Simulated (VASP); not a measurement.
Write the native input for VASP 6.6.1 that does the following.

```yaml
Task: single point
Functional: r2SCAN
Potentials_or_basis: VASP PAW PBE potentials, release 64 (W_sv, S)
Cutoff: 520 eV
k_mesh: 12 × 12 × 2
Occupations: gaussian, width 0.05 eV
Spin: no spin polarisation
Dipole_correction: no
Further_INCAR_settings: ALGO = Normal; EDIFF = 1e-06; NBANDS = 35
```

The system is WS2, a slab with vacuum.

```
W S
1.0
     2.99382    0.00000    0.00000
    -1.49691    2.59273    0.00000
     0.00000    0.00000   26.74968
W S
2 4
Direct
  0.33333 0.66667 0.63794
  0.66667 0.33333 0.36206
  0.33333 0.66667 0.29624
  0.66667 0.33333 0.57210
  0.33333 0.66667 0.42790
  0.66667 0.33333 0.70376
```

This cell differs from its parent crystal: ratio of the length along z to the lengths across it x 1.2, volume and fractional coordinates fixed.

The input as run:

POSCAR

```
WS2
1.0
    2.9938230589      0.0000000000      0.0000000000
   -1.4969115295      2.5927268235      0.0000000000
    0.0000000000      0.0000000000     26.7496790045
W S
2 4
Direct
    0.3333333333      0.6666666667      0.6379434935
    0.6666666667      0.3333333333      0.3620565065
    0.3333333333      0.6666666667      0.2962425097
    0.6666666667      0.3333333333      0.5721038223
    0.3333333333      0.6666666667      0.4278961777
    0.6666666667      0.3333333333      0.7037574903
```

INCAR.step1

```
  ALGO = Normal
  EDIFF = 1E-4
  ENCUT = 520
  GGA = PE
  ISMEAR = 0
  LASPH = True
  LCHARG = False
  LREAL = False
  LWAVE = True
  NBANDS = 35
  NELM = 80
  PREC = Accurate
  SIGMA = 0.05
```

INCAR.step2

```
  ALGO = Normal
  EDIFF = 1E-6
  ENCUT = 520
  ISIF = 2
  ISMEAR = 0
  ISTART = 1
  LASPH = True
  LCHARG = True
  LELF = True
  LMIXTAU = True
  LREAL = False
  LVHAR = True
  LWAVE = False
  METAGGA = R2SCAN
  NBANDS = 35
  NELM = 80
  PREC = Accurate
  SIGMA = 0.05
```

KPOINTS

```
k-points
0
Gamma
  12 12 2
```

Potentials or basis: VASP PAW PBE potentials, release 64 (W_sv, S).

Run with:

```console
$ cat potpaw_PBE.64/W_sv/POTCAR potpaw_PBE.64/S/POTCAR > POTCAR
$ cp INCAR.step1 INCAR
$ mpirun -np 1 vasp_std > vasp.out
$ cp INCAR.step2 INCAR
$ mpirun -np 1 vasp_std > vasp.out
```

Results of the run:

The largest force is 2.405 eV/Å. The band gap on the k mesh is 1.26 eV (least direct gap 1.92 eV).

Caveat: there is no dipole correction, which matters where the two faces differ; the PAW data sets were made with another functional, which shifts forces and pressure a little; spin-orbit coupling is left out, which moves the levels of the heavy elements.

Run time: 21 min on 1 thread of Intel(R) Xeon(R) Platinum 8259CL CPU @ 2.50GHz (Skylake/Cascade Lake), with other jobs on the host, peak memory 0.51 GiB.
